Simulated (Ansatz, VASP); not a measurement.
## Two plane-wave programs on ZnSe

```
CELL_PARAMETERS angstrom
0.00000 2.86469 2.86469
2.86469 0.00000 2.86469
2.86469 2.86469 0.00000
ATOMIC_POSITIONS crystal
Zn 0.00000 0.00000 0.00000
Se 0.75000 0.75000 0.75000
```

Alike in both runs: task single point; functional PBE; dispersion D3(BJ); k mesh 8 × 8 × 8; occupations gaussian, width 0.05 eV; no spin polarisation.

```csv
,VASP,Ansatz
version,VASP 6.6.1,Ansatz 0.2.0
potentials or method,"VASP PAW PBE potentials, release 64 (Zn, Se), cutoff 520 eV","scalar-relativistic, plane waves, PAW"
valence electrons in the cell,18,28
```

|  | VASP | Ansatz | Ansatz less VASP |
| --- | --- | --- | --- |
| gap on the k mesh at the Fermi level (eV) | 1.16 | 1.16 | -0.001 |
| least direct gap on the mesh (eV) | 1.16 | 1.16 | -0.001 |
| pressure (GPa) | -2.1 | -2.3 | -0.21 |

VASP's potentials hold 18 valence electrons a cell and Ansatz's 28, so a difference there can come from the potentials and not from the codes.
